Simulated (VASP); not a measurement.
# HC16 (a cell with a defect) in VASP: a series of runs

HC16 (a cell with a defect) is run at these levels: PBE; tasks: single point.

Program: VASP 6.6.1. These are calculated values, not measurements. Logs are shortened: lines on timing, memory, paths and dates and some standing lists are left out, and cuts for length are marked.

## (1) The cell of the first run

The cell holds a defect, 17 atoms: a = 5.049 Å, b = 5.049 Å, c = 5.049 Å, α = 60.00°, β = 60.00°, γ = 60.00°.

## (2) Single point, PBE

File INCAR:

```
PREC = Accurate
ENCUT = 520
EDIFF = 1E-6
ISMEAR = -1
SIGMA = 0.02
LREAL = Auto
LASPH = True
NELM = 60
ALGO = Normal
ISIF = 2
LWAVE = False
LCHARG = False
GGA = PE
NELECT = 64.0
NBANDS = 46
```

File KPOINTS:

```
Automatic mesh
0
Gamma
  3 3 3
```

File POSCAR:

```
HC16
1.0
    0.0000000000      3.5700000000      3.5700000000
    3.5700000000      0.0000000000      3.5700000000
    3.5700000000      3.5700000000      0.0000000000
C H
16 1
Direct
   -0.0087772385     -0.0008025317     -0.0001540223
    0.1055007776      0.1336787599      0.1254413929
   -0.0100517884     -0.0027505797      0.5034439167
    0.1155600351      0.1219059292      0.6267066698
   -0.0087232984      0.5033172233      0.0006312163
    0.1155523685      0.6245369312      0.1285587599
   -0.0087329026      0.4958653090      0.5023870942
    0.1145287927      0.6205160563      0.6280004246
    0.4846556872      0.0267378795     -0.0100157423
    0.6172627645      0.1230341970      0.1268456275
    0.4893864859     -0.0067830607      0.5024350092
    0.6173185066      0.1144433825      0.6266942305
    0.4911467113      0.4947082208      0.0007033170
    0.6279879026      0.5910090300      0.1333335017
    0.4925335372      0.4840872329      0.5124498696
    0.6181254710      0.6185607029      0.6267440556
    0.4038885877      0.8089063177      0.2138746789
```

Potentials or basis: VASP PAW PBE potentials, release 64 (C, H).

Command:

```sh
$ cat potpaw_PBE.64/C/POTCAR potpaw_PBE.64/H/POTCAR > POTCAR
$ mpirun -np 1 vasp_std > vasp.out
```

OUTCAR:

```text
PREC = Accurate
   ENCUT = 520
   EDIFF = 1E-6
   ISMEAR = -1
   LREAL = Auto
   LASPH = True
   NELM = 60
   ISIF = 2
   GGA = PE
   NELECT = 64.0

 ion  position               nearest neighbor table
   1  0.991  0.999  1.000-   4 1.54  10 1.54   2 1.54   6 1.54
   2  0.106  0.134  0.125-   5 1.52   1 1.54   3 1.56   9 1.57
   3  0.990  0.997  0.503-  12 1.54   4 1.54   8 1.55   2 1.56
   4  0.116  0.122  0.627-   1 1.54   3 1.54  11 1.54   7 1.54
   5  0.991  0.503  0.001-  14 1.50   2 1.52   8 1.54   6 1.54
   6  0.116  0.625  0.129-   5 1.54   7 1.54   1 1.54  13 1.55
   7  0.991  0.496  0.502-  16 1.54   8 1.54   6 1.54   4 1.54
   8  0.115  0.621  0.628-   5 1.54   7 1.54   3 1.55  15 1.56
   9  0.485  0.027  0.990-  17 1.18  12 1.50  10 1.51   2 1.57  14 1.80
  10  0.617  0.123  0.127-   9 1.51  13 1.53   1 1.54  11 1.55
  11  0.489  0.993  0.502-  12 1.54   4 1.54  16 1.54  10 1.55
  12  0.617  0.114  0.627-   9 1.50  15 1.52   3 1.54  11 1.54
  13  0.491  0.495  0.001-  14 1.51  10 1.53  16 1.54   6 1.55
  14  0.628  0.591  0.133-  17 1.18   5 1.50  13 1.51  15 1.57   9 1.80
  15  0.493  0.484  0.512-  12 1.52  16 1.54   8 1.56  14 1.57
  16  0.618  0.619  0.627-   7 1.54  13 1.54  15 1.54  11 1.54
  17  0.404  0.809  0.214-   9 1.18  14 1.18

  LATTYP: Found a face centered cubic cell.
 ALAT       =     7.1400000000

  Lattice vectors:

 A1 = (   0.0000000000,   3.5700000000,   3.5700000000)
 A2 = (   3.5700000000,   0.0000000000,   3.5700000000)
 A3 = (   3.5700000000,   3.5700000000,   0.0000000000)

Analysis of symmetry for initial positions (statically):
=====================================================================
 Subroutine PRICEL returns:
 Original cell was already a primitive cell.

 Routine SETGRP: Setting up the symmetry group for a
 face centered cubic supercell.

 Subroutine GETGRP returns: Found  1 space group operations
 (whereof  1 operations were pure point group operations)
 out of a pool of 48 trial point group operations.

The static configuration has the point symmetry C_1 .

Analysis of symmetry for dynamics (positions and initial velocities):
=====================================================================
 Subroutine PRICEL returns:
 Original cell was already a primitive cell.

 Routine SETGRP: Setting up the symmetry group for a
 face centered cubic supercell.

 Subroutine GETGRP returns: Found  1 space group operations
 (whereof  1 operations were pure point group operations)
 out of a pool of 48 trial point group operations.

The dynamic configuration has the point symmetry C_1 .

 Subroutine INISYM returns: Found  1 space group operations
 (whereof  1 operations are pure point group operations),
 and found     1 'primitive' translations

----------------------------------------------------------------------------------------

                                     Primitive cell

  volume of cell :      90.9986

  direct lattice vectors                    reciprocal lattice vectors
     0.000000000  3.570000000  3.570000000    -0.140056022  0.140056022  0.140056022
     3.570000000  0.000000000  3.570000000     0.140056022 -0.140056022  0.140056022
     3.570000000  3.570000000  0.000000000     0.140056022  0.140056022 -0.140056022

  length of vectors
     5.048742418  5.048742418  5.048742418     0.242584147  0.242584147  0.242584147

  position of ions in fractional coordinates (direct lattice)
     0.991222761  0.999197468  0.999845978
     0.105500778  0.133678760  0.125441393
     0.989948212  0.997249420  0.503443917
     0.115560035  0.121905929  0.626706670
     0.991276702  0.503317223  0.000631216
     0.115552368  0.624536931  0.128558760
[... 9 lines left out ...]
     0.618125471  0.618560703  0.626744056
     0.403888588  0.808906318  0.213874679

  ion indices of the primitive-cell ions
   primitive index   ion index
                 1           1
                 2           2
                 3           3
                 4           4
                 5           5
                 6           6
[... 9 lines left out ...]
                16          16
                17          17

----------------------------------------------------------------------------------------

 KPOINTS: Automatic mesh

Automatic generation of k-mesh.
 Grid dimensions read from file:
 generate k-points for:    3    3    3

 Generating k-lattice:

  Cartesian coordinates                     Fractional coordinates (reciprocal lattice)
    -0.046685341  0.046685341  0.046685341     0.333333333  0.000000000  0.000000000
     0.046685341 -0.046685341  0.046685341     0.000000000  0.333333333  0.000000000
     0.046685341  0.046685341 -0.046685341     0.000000000  0.000000000  0.333333333

  Length of vectors
     0.080861382  0.080861382  0.080861382

  Shift w.r.t. Gamma in fractional coordinates (k-lattice)
     0.000000000  0.000000000  0.000000000

 Subroutine IBZKPT returns following result:
 ===========================================

 Found     14 irreducible k-points:

 Following reciprocal coordinates:
            Coordinates               Weight
  0.000000  0.000000  0.000000      1.000000
  0.333333  0.000000  0.000000      2.000000
  0.000000  0.333333  0.000000      2.000000
  0.000000  0.000000  0.333333      2.000000
  0.333333  0.333333  0.333333      2.000000
  0.333333  0.333333  0.000000      2.000000
  0.000000  0.333333  0.333333      2.000000
  0.333333  0.000000  0.333333      2.000000
 -0.333333  0.333333  0.000000      2.000000
  0.000000 -0.333333  0.333333      2.000000
  0.333333  0.000000 -0.333333      2.000000
  0.333333  0.333333 -0.333333      2.000000
 -0.333333  0.333333 -0.333333      2.000000
  0.333333 -0.333333 -0.333333      2.000000
   k-points           NKPTS =     14   k-points in BZ     NKDIM =     14   number of bands    NBANDS=     46
   number of dos      NEDOS =    301   number of ions     NIONS =     17
   total plane-waves  NPLWV =  64000
   dimension x,y,z NGX =    40 NGY =   40 NGZ =   40
   dimension x,y,z NGXF=    80 NGYF=   80 NGZF=   80
   ions per type =              16   1
   NGX,Y,Z   is equivalent  to a cutoff of  13.17, 13.17, 13.17 a.u.
   NGXF,Y,Z  is equivalent  to a cutoff of  26.34, 26.34, 26.34 a.u.
 SYSTEM =  unknown system
   PREC   = accura    normal or accurate (medium, high low for compatibility)
   ISTART =      0    job   : 0-new  1-cont  2-samecut
   ICHARG =      2    charge: 1-file 2-atom 10-const
   ISPIN  =      1    spin polarized calculation?
   LNONCOLLINEAR =      F non collinear calculations
   LSORBIT =      F    spin-orbit coupling
   LASPH  =      T    aspherical Exc in radial PAW
   ENCUT  =  520.0 eV  38.22 Ry    6.18 a.u.   9.39  9.39  9.39*2*pi/ulx,y,z
   NELM   =     60;   NELMIN=  2; NELMDL= -5     # of ELM steps
   EDIFF  = 0.1E-05   stopping-criterion for ELM
   LREAL  =      T    real-space projection
   EDIFFG = 0.1E-04   stopping-criterion for IOM
   NSW    =      0    number of steps for IOM
   IBRION =     -1    ionic relax: 0-MD 1-quasi-New 2-CG
   NFREE  =      0    steps in history (QN), initial steepest desc. (CG)
   ISIF   =      2    stress and relaxation
   ISYM   =      2    0-nonsym 1-usesym 2-fastsym
   POTIM  = 0.5000    time-step for ionic-motion
   TEBEG  =    0.0;   TEEND  =   0.0 temperature during run
   PSTRESS=    0.0 pullay stress
   NELECT =      64.0000    total number of electrons
   NUPDOWN=      -1.0000    fix difference up-down
   EMIN   =  10.00;   EMAX   =-10.00  energy-range for DOS
   EFERMI =   0.00;   METHOD = LEGACY
   ISMEAR =    -1;   SIGMA  =   0.02  broadening in eV -4-tet -1-fermi 0-gaus
   EFERMI_NEDOS =   21; number of points for ismear=-14 and -15
   IALGO  =     38    algorithm
   IMIX   =      4    mixing-type and parameters
     AMIX     =   0.40;   BMIX     =  1.00
     AMIX_MAG =   1.60;   BMIX_MAG =  1.00
  volume/ion in A,a.u.               =       5.35        36.12
  Fermi-wavevector in a.u.,A,eV,Ry     =   1.455872  2.751200 28.838420  2.119564
  Thomas-Fermi vector in A             =   2.572856
   LORBIT       =      0    0 simple, 1 ext, 2 COOP (PROOUT), +10 PAW based schemes
   GGA     = PE    functional components
   LHFCALC =     F    Hartree Fock is set to
   AEXX    =    0.0000 exact exchange contribution
   IVDW    =     0    specifies the selected vdW correction
   LEPSILON=     F    determine dielectric tensor
   LRPA    =     F    only Hartree local field effects (RPA)
 non-spin polarized calculation
  energy-cutoff  :      520.00
  volume of cell :       91.00
 maximum number of plane-waves:      2453
 NGX is ok and might be reduce to    40
   NGX = 19   NGY = 19   NGZ = 19

 number of electron      64.0000000 magnetization

 Free energy of the ion-electron system (eV)
  ---------------------------------------------------
  ext. energy  EPLUGINS =         0.00000000
  ---------------------------------------------------
  free energy    TOTEN  =      -155.22755265 eV

  energy without entropy =     -155.22755265  energy(sigma->0) =     -155.22755265

 E-fermi :  10.3832     XC(G=0): -13.2419

 val. band max:        9.8907834135   @ k =   0.0000   0.0000   0.0000
 cond. band min:      12.4721130625   @ k =   0.0000   0.0000   0.0000
 fundamental gap:      2.5813296491
 Fermi energy:        10.3831883842

 k-point     1 :       0.0000    0.0000    0.0000
  band No.  band energies     occupation
      1     -11.9901      2.00000
      2      -6.9406      2.00000
      3      -6.0155      2.00000
      4      -5.9368      2.00000
      5      -5.8842      2.00000
      6      -4.7862      2.00000
[... 36 lines left out ...]
     43      17.6812      0.00000
     44      18.0444      0.00000

 k-point     2 :       0.3333    0.0000    0.0000
  band No.  band energies     occupation
      1     -11.2770      2.00000
      2      -8.9368      2.00000
      3      -6.6908      2.00000
      4      -6.1697      2.00000
      5      -5.9242      2.00000
      6      -5.2187      2.00000
[... 36 lines left out ...]
     43      17.7343      0.00000
     44      17.9986      0.00000

 k-point     3 :       0.0000    0.3333    0.0000
  band No.  band energies     occupation
      1     -11.2441      2.00000
      2      -9.0100      2.00000
      3      -6.8848      2.00000
      4      -6.0005      2.00000
      5      -5.9108      2.00000
      6      -5.1838      2.00000
[... 36 lines left out ...]
     43      17.5470      0.00000
     44      18.0722      0.00000

 k-point     4 :       0.0000    0.0000    0.3333
  band No.  band energies     occupation
      1     -11.2771      2.00000
      2      -8.9367      2.00000
      3      -6.6905      2.00000
      4      -6.1695      2.00000
      5      -5.9244      2.00000
      6      -5.2188      2.00000
[... 412 lines left out ...]
     43      19.1515      0.00000
     44      19.4706      0.00000

 k-point    13 :      -0.3333    0.3333   -0.3333
  band No.  band energies     occupation
      1     -10.2742      2.00000
      2      -9.2718      2.00000
      3      -8.8136      2.00000
      4      -7.0309      2.00000
      5      -6.7160      2.00000
      6      -4.5256      2.00000
[... 36 lines left out ...]
     43      19.1611      0.00000
     44      19.4377      0.00000

 k-point    14 :       0.3333   -0.3333   -0.3333
  band No.  band energies     occupation
      1     -10.3560      2.00000
      2      -9.0699      2.00000
      3      -8.8664      2.00000
      4      -7.0622      2.00000
      5      -6.7592      2.00000
      6      -4.5231      2.00000
[... 36 lines left out ...]
     43      19.1513      0.00000
     44      19.4708      0.00000
 [bands above 44 left out]

------------------------ aborting loop because EDIFF is reached ----------------------------------------

  FORCE on cell =-STRESS in cart. coord.  units (eV):
  Direction    XX          YY          ZZ          XY          YZ          ZX
  --------------------------------------------------------------------------------------
  -------------------------------------------------------------------------------------
  Total       -5.8478875     -5.5998702     -5.8747059     -2.6121150     -2.5595056      2.0993990
  in kB     -102.9615207    -98.5947746   -103.4337020    -45.9905115    -45.0642378     36.9633152
  external PRESSURE =    -101.6633324 kB  Pullay stress =       0.0000000 kB

 VOLUME and BASIS-vectors are now :
 -----------------------------------------------------------------------------
  energy-cutoff  :      520.00
  volume of cell :       91.00
      direct lattice vectors                 reciprocal lattice vectors
     0.000000000  3.570000000  3.570000000    -0.140056022  0.140056022  0.140056022
     3.570000000  0.000000000  3.570000000     0.140056022 -0.140056022  0.140056022
     3.570000000  3.570000000  0.000000000     0.140056022  0.140056022 -0.140056022

 POSITION                                       TOTAL-FORCE (eV/Angst)
 -----------------------------------------------------------------------------------
      7.13659      7.10812      7.10580        -0.000771     -0.002012     -0.004354
      0.92506      0.82446      0.85387         0.004281      0.005677     -0.010706
      5.35748      5.33141      7.09430        -0.007398      0.000932     -0.002534
      2.67255      2.64989      0.84775         0.002395     -0.000184      0.000946
      1.79910      3.54111      5.33570        -0.001660      0.000069      0.009970
      2.68855      0.87148      2.64212         0.005159     -0.002613      0.002704
[... 9 lines left out ...]
      4.44574      4.44418      4.41497         0.001324      0.001304      0.002293
      3.65133      2.20541      4.32968         0.021566      0.000273     -0.021109
 -----------------------------------------------------------------------------------
    total drift:                               -0.008874      0.002761      0.000185

  FREE ENERGIE OF THE ION-ELECTRON SYSTEM (eV)
  ---------------------------------------------------
  free  energy   TOTEN  =      -155.2275526512 eV

  energy  without entropy=     -155.2275526512  energy(sigma->0) =     -155.22755265
```

It took 61 s on 1 thread of AMD EPYC 9R45 (Zen 5), shared host; peak memory 0.21 GiB.

The run converged, but its numbers aren't listed here, since they failed a check.

Caveat: the k points lie up to 0.51 Å⁻¹ apart; the cell carries a net charge on a neutralising background, which shifts energy and pressure; the cell is charged against a uniform background, so pressure and absolute levels hang on convention.

## (3) Single point, PBE

File INCAR:

```
ALGO = Normal ; EDIFF = 1E-6
ENCUT = 520 ; GGA = PE
ISIF = 2 ; ISMEAR = -1
LASPH = T ; LCHARG = F
LREAL = Auto ; LWAVE = F
NBANDS = 46 ; NELECT = 64.0
NELM = 80 ; PREC = Accurate
SIGMA = 0.02
```

File KPOINTS:

```
k-points
0
Gamma
  3 3 3
```

File POSCAR:

```
HC16
1.0
    0.0000000000      3.5700000000      3.5700000000
    3.5700000000      0.0000000000      3.5700000000
    3.5700000000      3.5700000000      0.0000000000
C H
16 1
Direct
   -0.0092385340      0.0186482453     -0.0093273483
    0.1274251950      0.1338775467      0.1167344965
    0.0029423712      0.0081163272      0.4902031720
    0.1256763883      0.1325312154      0.6162055219
    0.0101070715      0.5065605555     -0.0154321748
    0.0981495970      0.6387196095      0.1275728988
    0.0023783014      0.5064463704      0.4929097184
    0.1317915077      0.6343310935      0.6110546455
    0.5041266790      0.0090784836     -0.0108746332
    0.6212738964      0.1323793027      0.1213045092
    0.5004265923      0.0079981522      0.4946482509
    0.6289681499      0.1323879990      0.6155621076
    0.5341051027      0.4957410878     -0.0214762731
    0.6403082581      0.6310883559      0.1151117706
    0.5063441374      0.5055189726      0.4894462161
    0.6307152548      0.6322758923      0.6123194365
    0.3147323914      0.7243995004      0.0438860553
```

Potentials or basis: VASP PAW PBE potentials, release 64 (C, H).

Command:

```sh
$ cat potpaw_PBE.64/C/POTCAR potpaw_PBE.64/H/POTCAR > POTCAR
$ mpirun -np 1 vasp_std > vasp.out
```

Run time: 64 s. Hardware: 1 thread of AMD EPYC 9R45 (Zen 5), shared host; peak memory 0.21 GiB.

It converged, with:

| Item | Value |
| --- | --- |
| Free energy | -155.2271 eV |
| Largest force | 0.034 eV/Å |

Forces in eV/Å, atoms in the order of the input:
```
C    0.006  0.002  0.012
C   -0.006 -0.003  0.004
C    0.005 -0.001 -0.001
C   -0.002  0.002 -0.001
C   -0.004  0.003  0.004
C   -0.017 -0.004 -0.016
C    0.002  0.004 -0.001
C   -0.003 -0.001 -0.005
C    0.006  0.001  0.002
C    0.002 -0.002 -0.005
C    0.000 -0.002 -0.002
C   -0.002 -0.004  0.003
C   -0.016  0.004 -0.014
C    0.010  0.002  0.004
C   -0.001 -0.006  0.002
C   -0.005 -0.012 -0.002
H    0.026  0.015  0.016
```

Levels at points of the mesh, in eV from the Fermi level:
```csv
k point,band 29,band 30,band 31,band 32,band 33,band 34,band 35,band 36
"(0.00, 0.00, 0.00)",-3.08,-0.75,-0.62,-0.46,2.11,2.89,3.82,4.04
```

Caveat: the k points lie up to 0.51 Å⁻¹ apart; the cell carries a net charge on a neutralising background, which shifts energy and pressure; the cell is charged against a uniform background, so pressure and absolute levels hang on convention.

[end of part 1 of 2]
